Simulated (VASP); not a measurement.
Cu, 1 atom in the cell. The structure is tetragonal, space group I4/mmm (No. 139). Conventional cell: a = 2.567 Å, b = 2.567 Å, c = 3.575 Å, α = 90.00°, β = 90.00°, γ = 90.00°. Within 3.4 Å of Cu (site symmetry 4/mmm) lie 12 Cu at 2.55 to 2.57 Å.  This cell differs from its parent crystal: strain -0.0150 x Voigt [0, 1, 0, 0, 0, 0].

```yaml
Program: VASP 6.6.1
Task: single point
Functional: PBE
Potentials_or_basis: VASP PAW PBE potentials, release 64 (Cu)
Cutoff: 520 eV
k_mesh: 28 × 28 × 28
Occupations: gaussian, width 0.15 eV
Spin: no spin polarisation
Dipole_correction: no
Further_INCAR_settings: ALGO = Fast; EDIFF = 1e-06; NBANDS = 12
```

Potentials or basis: VASP PAW PBE potentials, release 64 (Cu).

Command:

```bash
$ cat potpaw_PBE.64/Cu/POTCAR > POTCAR
$ mpirun -np 1 vasp_std > vasp.out
```

Hardware: 1 thread of Intel Xeon 8259CL (shared host).

Problem. How long does it take, and how much memory?

Solution. Run time: 5.8 min on 1 thread of Intel Xeon 8259CL, with other jobs on the host, peak memory 0.33 GiB. Counts: scf iterations 13, k points 1639.
